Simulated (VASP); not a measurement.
# BaTiO3 (Amm2) in VASP: single point with r2SCAN

Aim: the single point of BaTiO3 with r2SCAN.

Program: VASP 6.6.1. These are calculated values, not measurements. Logs are shortened: lines on timing, memory, paths and dates and some standing lists are left out, and cuts for length are marked.

### Step 1. The cell of the first run

It takes space group Amm2 (No. 38, orthorhombic). Conventional cell: a = 3.963 Å, b = 5.715 Å, c = 5.748 Å, α = 90.00°, β = 90.00°, γ = 90.00°. Within 3.7 Å of Ba (site symmetry mm2) lie 12 O at 2.77 to 2.98 Å and 8 Ti at 3.42 to 3.57 Å. Within 2.5 Å of Ti (site symmetry mm2) lie 6 O at 1.85 to 2.21 Å. O (site symmetry mm2) has 2 Ti at 1.99 Å within 2.6 Å. Within 2.5 Å of O (site symmetry m) lie 2 Ti at 1.85 to 2.21 Å.

### Step 2. Single point, r2SCAN

Input file POSCAR:

```
BaTiO3
1.0
    3.9634143980      0.0000000000      0.0000000000
    0.0000000000      2.8577462615      2.8742108424
    0.0000000000     -2.8577462615      2.8742108424
Ba Ti O
1 1 3
Direct
    0.0000000000      0.0084123005      0.0084123005
    0.5000000000      0.5239607265      0.5239607265
    0.0000000000      0.4903884208      0.4903884208
    0.5000000000      0.4939726399      0.9801459124
    0.5000000000      0.9801459124      0.4939726399
```

Input file INCAR.step1:

```
PREC = Accurate ; ENCUT = 1480
ISMEAR = 0 ; SIGMA = 0.01
LREAL = F ; LASPH = T
NELM = 120 ; NBANDS = 28
GGA = PE ; ALGO = Normal
EDIFF = 1E-5 ; LWAVE = T
LCHARG = F ; GGA_COMPAT = F
```

Input file INCAR.step2:

```
PREC = Accurate ; ENCUT = 1480
EDIFF = 1E-6 ; ISMEAR = 0
SIGMA = 0.01 ; LREAL = F
LASPH = T ; NELM = 120
ALGO = Normal ; ISIF = 2
LWAVE = F ; LCHARG = F
METAGGA = R2SCAN ; LMIXTAU = T
NBANDS = 28 ; ISTART = 1
GGA_COMPAT = F
```

Input file KPOINTS:

```
regular mesh
0
Gamma
  4 4 4
```

Potentials or basis: VASP PAW PBE potentials, release 64 (Ba_sv, Ti_sv, O_h).

On the command line:

```sh
$ cat potpaw_PBE.64/Ba_sv/POTCAR potpaw_PBE.64/Ti_sv/POTCAR potpaw_PBE.64/O_h/POTCAR > POTCAR
$ cp INCAR.step1 INCAR
$ mpirun -np 1 vasp_std > vasp.out
$ cp INCAR.step2 INCAR
$ mpirun -np 1 vasp_std > vasp.out
```

OUTCAR:

```text
PREC = Accurate
   ENCUT = 1480
   EDIFF = 1E-6
   ISMEAR = 0
   LREAL = F
   LASPH = T
   NELM = 120
   ISIF = 2
   METAGGA = R2SCAN
   ISTART = 1

 ion  position               nearest neighbor table
   1  0.000  0.008  0.008-   3 2.77   4 2.79   5 2.79   4 2.79   5 2.79   3 2.86   3 2.86   5 2.88
                             4 2.88   5 2.88   4 2.88   3 2.98   2 3.42   2 3.42   2 3.48   2 3.48
   2  0.500  0.524  0.524-   4 1.85   5 1.85   3 1.99   3 1.99   5 2.21   4 2.21   1 3.42   1 3.42
                             1 3.48   1 3.48   1 3.48   1 3.48   1 3.57   1 3.57
   3  0.000  0.490  0.490-   2 1.99   2 1.99   1 2.77   1 2.86   1 2.86   1 2.98
   4  0.500  0.494  0.980-   2 1.85   2 2.21   1 2.79   1 2.79   1 2.88   1 2.88
   5  0.500  0.980  0.494-   2 1.85   2 2.21   1 2.79   1 2.79   1 2.88   1 2.88

  LATTYP: Found a base centered orthorhombic cell.
 ALAT       =     5.7154925230
 B/A-ratio  =     1.0057613866
 C/A-ratio  =     0.6934510687

  Lattice vectors:

 A1 = (   0.0000000000,   2.8577462615,  -2.8742108424)
 A2 = (   0.0000000000,   2.8577462615,   2.8742108424)
 A3 = (   3.9634143980,   0.0000000000,   0.0000000000)

Analysis of symmetry for initial positions (statically):
=====================================================================
 Subroutine PRICEL returns:
 Original cell was already a primitive cell.

 Routine SETGRP: Setting up the symmetry group for a
 base centered orthorhombic supercell.

 Subroutine GETGRP returns: Found  4 space group operations
 (whereof  4 operations were pure point group operations)
 out of a pool of  8 trial point group operations.

The static configuration has the point symmetry C_2v.

Analysis of symmetry for dynamics (positions and initial velocities):
=====================================================================
 Subroutine PRICEL returns:
 Original cell was already a primitive cell.

 Routine SETGRP: Setting up the symmetry group for a
 base centered orthorhombic supercell.

 Subroutine GETGRP returns: Found  4 space group operations
 (whereof  4 operations were pure point group operations)
 out of a pool of  8 trial point group operations.

The dynamic configuration has the point symmetry C_2v.

 Subroutine INISYM returns: Found  4 space group operations
 (whereof  4 operations are pure point group operations),
 and found     1 'primitive' translations

----------------------------------------------------------------------------------------

                                     Primitive cell

  volume of cell :      65.1091

  direct lattice vectors                    reciprocal lattice vectors
     3.963414398  0.000000000  0.000000000     0.252307707  0.000000000  0.000000000
     0.000000000  2.857746261  2.874210842     0.000000000  0.174963049  0.173960794
     0.000000000 -2.857746261  2.874210842     0.000000000 -0.174963049  0.173960794

  length of vectors
     3.963414398  4.053122458  4.053122458     0.252307707  0.246727433  0.246727433

  position of ions in fractional coordinates (direct lattice)
     0.000000000  0.008412300  0.008412300
     0.500000000  0.523960727  0.523960727
     0.000000000  0.490388421  0.490388421
     0.500000000  0.493972640  0.980145912
     0.500000000  0.980145912  0.493972640

  ion indices of the primitive-cell ions
   primitive index   ion index
                 1           1
                 2           2
                 3           3
                 4           4
                 5           5

----------------------------------------------------------------------------------------

 KPOINTS: regular mesh

Automatic generation of k-mesh.
 Grid dimensions read from file:
 generate k-points for:    4    4    4

 Generating k-lattice:

  Cartesian coordinates                     Fractional coordinates (reciprocal lattice)
     0.063076927  0.000000000  0.000000000     0.250000000  0.000000000  0.000000000
     0.000000000  0.043740762  0.043490198     0.000000000  0.250000000 -0.000000000
     0.000000000 -0.043740762  0.043490198     0.000000000 -0.000000000  0.250000000

  Length of vectors
     0.063076927  0.061681858  0.061681858

  Shift w.r.t. Gamma in fractional coordinates (k-lattice)
     0.000000000  0.000000000  0.000000000

 Subroutine IBZKPT returns following result:
 ===========================================

 Found     21 irreducible k-points:

 Following reciprocal coordinates:
            Coordinates               Weight
  0.000000  0.000000  0.000000      1.000000
  0.250000  0.000000  0.000000      2.000000
  0.500000  0.000000  0.000000      1.000000
  0.000000  0.250000  0.000000      4.000000
  0.250000  0.250000  0.000000      8.000000
  0.500000  0.250000  0.000000      4.000000
[... 13 lines left out ...]
  0.250000  0.500000  0.500000      2.000000
  0.500000  0.500000  0.500000      1.000000
   k-points           NKPTS =     21   k-points in BZ     NKDIM =     21   number of bands    NBANDS=     28
   number of dos      NEDOS =    301   number of ions     NIONS =      5
   total plane-waves  NPLWV = 145800
   dimension x,y,z NGX =    50 NGY =   54 NGZ =   54
   dimension x,y,z NGXF=   100 NGYF=  108 NGZF=  108
   ions per type =               1   1   3
   NGX,Y,Z   is equivalent  to a cutoff of  20.97, 22.15, 22.15 a.u.
   NGXF,Y,Z  is equivalent  to a cutoff of  41.95, 44.30, 44.30 a.u.
 SYSTEM =  unknown system
   PREC   = accura    normal or accurate (medium, high low for compatibility)
   ISTART =      1    job   : 0-new  1-cont  2-samecut
   ICHARG =      0    charge: 1-file 2-atom 10-const
   ISPIN  =      1    spin polarized calculation?
   LNONCOLLINEAR =      F non collinear calculations
   LSORBIT =      F    spin-orbit coupling
   LASPH  =      T    aspherical Exc in radial PAW
   ENCUT  = 1480.0 eV 108.78 Ry   10.43 a.u.  12.43 12.71 12.71*2*pi/ulx,y,z
   NELM   =    120;   NELMIN=  2; NELMDL=  0     # of ELM steps
   EDIFF  = 0.1E-05   stopping-criterion for ELM
   LREAL  =      F    real-space projection
   EDIFFG = 0.1E-04   stopping-criterion for IOM
   NSW    =      0    number of steps for IOM
   IBRION =     -1    ionic relax: 0-MD 1-quasi-New 2-CG
   NFREE  =      0    steps in history (QN), initial steepest desc. (CG)
   ISIF   =      2    stress and relaxation
   ISYM   =      2    0-nonsym 1-usesym 2-fastsym
   POTIM  = 0.5000    time-step for ionic-motion
   TEBEG  =    0.0;   TEEND  =   0.0 temperature during run
   PSTRESS=    0.0 pullay stress
   NELECT =      40.0000    total number of electrons
   NUPDOWN=      -1.0000    fix difference up-down
   EMIN   =  10.00;   EMAX   =-10.00  energy-range for DOS
   EFERMI =   0.00;   METHOD = LEGACY
   ISMEAR =     0;   SIGMA  =   0.01  broadening in eV -4-tet -1-fermi 0-gaus
   EFERMI_NEDOS =   21; number of points for ismear=-14 and -15
   IALGO  =     38    algorithm
   IMIX   =      4    mixing-type and parameters
     AMIX     =   0.40;   BMIX     =  1.00
     AMIX_MAG =   1.60;   BMIX_MAG =  1.00
  volume/ion in A,a.u.               =      13.02        87.88
  Fermi-wavevector in a.u.,A,eV,Ry     =   1.391706  2.629943 26.352393  1.936846
  Thomas-Fermi vector in A             =   2.515519
   LORBIT       =      0    0 simple, 1 ext, 2 COOP (PROOUT), +10 PAW based schemes
   METAGGA = R2SCAN    functional components
   LHFCALC =     F    Hartree Fock is set to
   AEXX    =    0.0000 exact exchange contribution
   IVDW    =     0    specifies the selected vdW correction
   LEPSILON=     F    determine dielectric tensor
   LRPA    =     F    only Hartree local field effects (RPA)
 non-spin polarized calculation
 Gauss-broadening in eV      SIGMA  =   0.01
  energy-cutoff  :     1480.00
  volume of cell :       65.11
 maximum number of plane-waves:      8454
 NGX is ok and might be reduce to    50
   NGX = 25   NGY = 25   NGZ = 25

 number of electron      40.0000000 magnetization

 Free energy of the ion-electron system (eV)
  ---------------------------------------------------
  ext. energy  EPLUGINS =         0.00000000
  ---------------------------------------------------
  free energy    TOTEN  =       -74.31226465 eV

  energy without entropy =      -74.31226465  energy(sigma->0) =      -74.31226465

 E-fermi :   3.8495     XC(G=0): -11.8132

 val. band max:        3.7551152069   @ k =   0.5000   0.5000   0.5000
 cond. band min:       6.4065479448   @ k =   0.0000   0.0000   0.0000
 fundamental gap:      2.6514327379
 Fermi energy:         3.8495178898

 k-point     1 :       0.0000    0.0000    0.0000
  band No.  band energies     occupation
      1     -54.8268      2.00000
      2     -30.0514      2.00000
      3     -30.0489      2.00000
      4     -29.9809      2.00000
      5     -21.7971      2.00000
      6     -14.0574      2.00000
[... 20 lines left out ...]
     27       9.4570      0.00000
     28      11.8151      0.00000

 k-point     2 :       0.2500    0.0000    0.0000
  band No.  band energies     occupation
      1     -54.8262      2.00000
      2     -30.0503      2.00000
      3     -30.0478      2.00000
      4     -30.0134      2.00000
      5     -21.7324      2.00000
      6     -14.1213      2.00000
[... 20 lines left out ...]
     27      10.4646      0.00000
     28      12.6867      0.00000

 k-point     3 :       0.5000    0.0000    0.0000
  band No.  band energies     occupation
      1     -54.8256      2.00000
      2     -30.0491      2.00000
      3     -30.0465      2.00000
      4     -30.0456      2.00000
      5     -21.6658      2.00000
      6     -14.2683      2.00000
[... 20 lines left out ...]
     27      11.9744      0.00000
     28      12.5586      0.00000

 k-point     4 :       0.0000    0.2500    0.0000
  band No.  band energies     occupation
      1     -54.8264      2.00000
      2     -30.0755      2.00000
      3     -30.0492      2.00000
      4     -29.9801      2.00000
      5     -21.7416      2.00000
      6     -14.1190      2.00000
[... 485 lines left out ...]
     27      12.2411      0.00000
     28      14.1906      0.00000

 k-point    20 :       0.2500    0.5000    0.5000
  band No.  band energies     occupation
      1     -54.8244      2.00000
      2     -30.0972      2.00000
      3     -30.0944      2.00000
      4     -30.0091      2.00000
      5     -21.5766      2.00000
      6     -13.4334      2.00000
[... 20 lines left out ...]
     27      12.5125      0.00000
     28      12.7641      0.00000

 k-point    21 :       0.5000    0.5000    0.5000
  band No.  band energies     occupation
      1     -54.8238      2.00000
      2     -30.0958      2.00000
      3     -30.0929      2.00000
      4     -30.0404      2.00000
      5     -21.5391      2.00000
      6     -13.2789      2.00000
[... 20 lines left out ...]
     27      12.1424      0.00000
     28      12.2393      0.00000

------------------------ aborting loop because EDIFF is reached ----------------------------------------

  FORCE on cell =-STRESS in cart. coord.  units (eV):
  Direction    XX          YY          ZZ          XY          YZ          ZX
  --------------------------------------------------------------------------------------
  -------------------------------------------------------------------------------------
  Total        0.7168986      0.8039383      0.7524269      0.0000000      0.0000000      0.0000000
  in kB       17.6411351     19.7829725     18.5154021      0.0000000      0.0000000      0.0000000
  external PRESSURE =      18.6465032 kB  Pullay stress =       0.0000000 kB

 VOLUME and BASIS-vectors are now :
 -----------------------------------------------------------------------------
  energy-cutoff  :     1480.00
  volume of cell :       65.11
      direct lattice vectors                 reciprocal lattice vectors
     3.963414398  0.000000000  0.000000000     0.252307707  0.000000000  0.000000000
     0.000000000  2.857746261  2.874210842     0.000000000  0.174963049  0.173960794
     0.000000000 -2.857746261  2.874210842     0.000000000 -0.174963049  0.173960794

 POSITION                                       TOTAL-FORCE (eV/Angst)
 -----------------------------------------------------------------------------------
      0.00000      0.00000      0.04836         0.000000      0.000000     -0.032581
      1.98171      0.00000      3.01195         0.000000      0.000000     -0.084156
      0.00000      0.00000      2.81896         0.000000      0.000000     -0.002187
      1.98171     -1.38936      4.23693         0.000000     -0.063592      0.059462
      1.98171      1.38936      4.23693         0.000000      0.063592      0.059462
 -----------------------------------------------------------------------------------
    total drift:                                0.000000     -0.000000     -0.000244

  FREE ENERGIE OF THE ION-ELECTRON SYSTEM (eV)
  ---------------------------------------------------
  free  energy   TOTEN  =       -74.3122646460 eV

  energy  without entropy=      -74.3122646460  energy(sigma->0) =      -74.31226465
```

Wall time 7.6 min (1 thread of AMD EPYC 9R45 (Zen 5), shared host); peak memory 0.5 GiB.

Results:

```yaml
Free_energy: -74.3123 eV
Pressure: 1.9 GPa
Largest_force: 0.087 eV/Å
Band_gap_on_the_k_mesh: 2.65 eV (least direct gap 3.12 eV)
```

Forces on the atoms (eV/Å):
```
Ba   0.000  0.000 -0.033
Ti   0.000  0.000 -0.084
O    0.000  0.000 -0.002
O    0.000 -0.064  0.059
O    0.000  0.064  0.059
```

Stress tensor (GPa, compression positive):
```
1.76 0.00 0.00
0.00 1.98 0.00
0.00 0.00 1.85
```

Caveat: the PAW data sets were made with another functional, which shifts forces and pressure a little; spin-orbit coupling is left out, which moves the levels of the heavy elements.
